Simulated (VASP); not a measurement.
Here is a VASP 6.6.1 calculation.

INCAR

```
ALGO = Normal
EDIFF = 1E-6
ENCUT = 520
GGA = PE
ISIF = 2
ISMEAR = -1
LASPH = True
LCHARG = True
LELF = True
LREAL = False
LVHAR = True
LWAVE = False
NBANDS = 11
NELM = 80
PREC = Accurate
SIGMA = 0.1
```

Contents of KPOINTS:

```
k-points
0
Gamma
  15 15 15
```

File POSCAR:

```
AlN
1.0
    2.4593943833      0.0000000000      0.0000000000
    0.0000000000      2.4593943833      0.0000000000
    0.0000000000      0.0000000000      2.4593943833
Al N
1 1
Direct
    0.0000000000      0.0000000000      0.0000000000
    0.5000000000      0.5000000000      0.5000000000
```

Potentials or basis: VASP PAW PBE potentials, release 64 (Al, N).

The run is started by

```bash
$ cat potpaw_PBE.64/Al/POTCAR potpaw_PBE.64/N/POTCAR > POTCAR
$ mpirun -np 1 vasp_std > vasp.out
```

Task: Predict the pressure.

Result: 50.9 GPa.

Task: Predict the band gap on the k mesh.

Result: Zero (band 4 reaches 13.76 eV, above the bottom of band 5 at 12.73 eV).
